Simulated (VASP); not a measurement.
Set up this calculation in VASP 6.6.1, as the native input.

| Property | Result |
| --- | --- |
| Task | single point |
| Functional | LDA |
| Potentials or basis | VASP PAW LDA potentials, release 64 (Pt, Mn_pv) |
| Cutoff | 520 eV |
| k mesh | 11 × 11 × 4 |
| Occupations | fermi-dirac, width 0.05 eV |
| Spin | collinear spin, ferromagnetic start |
| Starting moments | [0.0, 0.0, 4.0] μB |
| Dipole correction | no |
| Further INCAR settings | ALGO = Normal; EDIFF = 1e-06; NBANDS = 28 |

The structure of MnPt2 lies in POSCAR:

```
MnPt2
1.0
    2.7106550050      0.0000000000      0.0000000000
   -1.3553275025      2.3474960952      0.0000000000
    0.0000000000      0.0000000000      6.5191020932
Pt Mn
2 1
Direct
    0.6666666667      0.3333333333      0.3163243821
    0.3333333333      0.6666666667      0.6836756179
    0.0000000000      0.0000000000      0.0000000000
```

These files were run (other wordings do the same):

INCAR

```
SYSTEM = MnPt2
  ALGO = Normal
  EDIFF = 1E-6
  ENCUT = 520
  GGA = CA
  ISIF = 2
  ISMEAR = -1
  ISPIN = 2
  LASPH = .TRUE.
  LCHARG = .FALSE.
  LMAXMIX = 4
  LORBIT = 11
  LREAL = .FALSE.
  LWAVE = .FALSE.
  MAGMOM = 0 0 4
  NBANDS = 28
  NELM = 150
  PREC = Accurate
  SIGMA = 0.05
```

KPOINTS

```
k-points
0
G
  11 11 4
  0 0 0
```

Potentials or basis: VASP PAW LDA potentials, release 64 (Pt, Mn_pv).

Launch:

```bash
$ cat potpaw_LDA.64/Pt/POTCAR potpaw_LDA.64/Mn_pv/POTCAR > POTCAR
$ mpirun -np 1 vasp_std > vasp.out
```

It gave:

- Pressure: -0.5 GPa
- Largest force: 0.030 eV/Å
- Band gap on the k mesh: zero (filled and empty bands overlap)
- Net moment: 2.99 μB per cell
- Site moments: Pt +0.17; Mn +2.54 μB
- Valence electrons inside the program's atomic spheres: Pt 9.46; Mn 11.74

Caveat: spin-orbit coupling is left out, which moves the levels of the heavy elements.

It took 57 s on 1 thread of Intel Xeon 6975P-C (shared host), peak memory 0.22 GiB.
